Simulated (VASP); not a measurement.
PtS2: relaxation of cell and atoms with r2SCAN+D4

Crystal: PtS2.

```xyz
3
Lattice="3.5432 0.0000 0.0000 -1.7716 3.0685 0.0000 0.0000 0.0000 5.0388" Properties=species:S:1:pos:R:3 pbc="T T T"
Pt    0.0000    0.0000    0.0000
S     0.0000    2.0457    1.1438
S     1.7716    1.0228    3.8950
```

```json
{
 "Program": "VASP 6.6.1",
 "Task": "relaxation of cell and atoms",
 "Functional": "r2SCAN",
 "Dispersion": "D4",
 "Potentials or basis": "VASP PAW PBE potentials, release 64 (Pt, S)",
 "Cutoff": "600 eV",
 "k mesh": "9 × 9 × 6",
 "Occupations": "fermi-dirac, width 0.05 eV",
 "Spin": "no spin polarisation",
 "Dipole correction": "no",
 "Further INCAR settings": "ALGO = Normal; EDIFF = 1e-06; IBRION = 2; EDIFFG = -0.05; NSW = 80; ISIF = 3"
}
```

| Quantity | Value |
| --- | --- |
| Relaxed volume | 18.91 Å³/atom |
| Relaxed cell | a = 3.552 Å, b = 3.552 Å, c = 5.191 Å, α = 90.00°, β = 90.00°, γ = 120.00° |
| Space group after relaxing (to 0.1 Å) | P-3m1 (No. 164) |
| Energy gained by relaxing | 34.0 meV/atom |
| Ionic steps | 6 |
| Pressure after relaxing | -0.1 GPa |
| Largest force after relaxing | 0.006 eV/Å |
| Band gap on the k mesh | 1.11 eV (least direct gap 1.26 eV) |
| Dispersion energy per atom | -0.155 eV |

Forces on the atoms (eV/Å):
```
Pt   0.000  0.000  0.000
S    0.000  0.000 -0.006
S    0.000  0.000  0.006
```

The path:
```
step  energy change (eV)  largest force (eV/Å)  pressure (GPa)  volume (Å³)
   1              0.0000                1.2163            8.00        54.78
   2              0.1709                1.1195          -12.10        62.33
   3             -0.0847                0.2320           -0.94        57.35
   4             -0.0848                0.2596           -0.69        57.27
   5             -0.0985                0.1148           -0.36        56.97
   6             -0.1021                0.0065           -0.09        56.73
```

Final structure:
```
Pt S
1.0
     3.55223    0.00000    0.00000
    -1.77612    3.07632    0.00000
     0.00000    0.00000    5.19117
Pt S
1 2
Cartesian
  0.0000 0.0000 5.1912
  0.0000 2.0509 1.2249
  1.7761 1.0254 3.9663
```

Levels at points of the mesh, in eV from the valence-band top:
| k point | band 8 | band 9 | band 10 | band 11 | band 12 | band 13 | band 14 | band 15 |
| --- | --- | --- | --- | --- | --- | --- | --- | --- |
| (0.00, 0.00, 0.00) | -1.97 | -0.99 | -0.99 | 0.00 | 2.43 | 2.43 | 5.39 | 6.09 |
| (0.00, 0.00, 0.50) | -2.49 | -1.19 | -1.19 | -1.04 | 2.90 | 2.90 | 6.11 | 7.69 |

Run time: 18 min on 1 thread of Intel Xeon 8259CL, on a shared host, peak memory 0.24 GiB.

Caveat: the PAW data sets were made with another functional, which shifts forces and pressure a little; spin-orbit coupling is left out, which moves the levels of the heavy elements; an odd mesh through Γ misses points on the zone boundary, where band edges can lie. r2SCAN opens gaps a little over a GGA but as a rule still falls short of measured ones.
